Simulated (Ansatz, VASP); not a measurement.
# Two plane-wave programs on Se

Contents of INCAR:

```
SYSTEM = Se
PREC = Accurate
ENCUT = 520
EDIFF = 1E-6
ISMEAR = 0
SIGMA = 0.05
LREAL = .False.
LASPH = .True.
NELM = 100
ALGO = Normal
ISIF = 2
LWAVE = .False.
LCHARG = .True.
GGA = PE
IVDW = 12
LELF = .True.
LVHAR = .True.
NBANDS = 16
```

File KPOINTS:

```
Automatic mesh
0
Gamma
  9 9 8
  0 0 0
```

The input POSCAR:

```
Se
1.0
    4.0025012891      0.0000000000      0.0000000000
   -2.0012506446      3.4662677951      0.0000000000
    0.0000000000      0.0000000000      5.2973104561
Se
3
Direct
    0.2012552844      0.0000000000      0.3333333333
    0.0000000000      0.2012552844      0.6666666667
    0.7987447156      0.7987447156      0.0000000000
```

Input for Ansatz:

```yaml
crystal:
  lattice:
    - [4.0025012891, 0.0, 0.0]
    - [-2.0012506446, 3.4662677951, 0.0]
    - [0.0, 0.0, 5.2973104561]
  atoms:
    - { symbol: Se, position: [0.2012552844, 0.0, 0.3333333333] }
    - { symbol: Se, position: [0.0, 0.2012552844, 0.6666666667] }
    - { symbol: Se, position: [0.7987447156, 0.7987447156, 0.0] }
basis:
  ecutwfc: 420
kpoints:
  mp_grid: { grid: [9, 9, 8] }
hamiltonian:
  xc: pbe
  dispersion: d3bj
scf:
  occupations: { method: gaussian, width: 0.05 }
output:
  forces: true
  stress: true
  eigenvalues: true
```

Alike in both runs: task single point; functional PBE; dispersion D3(BJ); k mesh 9 × 9 × 8; occupations gaussian, width 0.05 eV; no spin polarisation.

```csv
,VASP,Ansatz
version,VASP 6.6.1,Ansatz 0.2.0
potentials or method,"VASP PAW PBE potentials, release 64 (Se), cutoff 520 eV","scalar-relativistic, plane waves, PAW"
valence electrons in the cell,18,48
```

Ansatz gave:

| Quantity | Value |
| --- | --- |
| gap on the k mesh at the Fermi level (eV) | none |
| pressure (GPa) | 10.6 |
| traceless stress, the component that is largest in VASP (GPa) | 4.83 |
| rms of the force components (eV/Å) | 1.725 |

Task: Which values does VASP return?

Result: gap on the k mesh at the Fermi level (eV): none; pressure (GPa): 10.8; traceless stress, the component that is largest in VASP (GPa): 5.08; rms of the force components (eV/Å): 1.757.

Atom by atom the forces differ by 0.032 eV/Å (rms over components). A gap of «none» marks a metal or a gap that the smearing closes. VASP's potentials hold 18 valence electrons a cell and Ansatz's 48, so a difference there can come from the potentials and not from the codes.
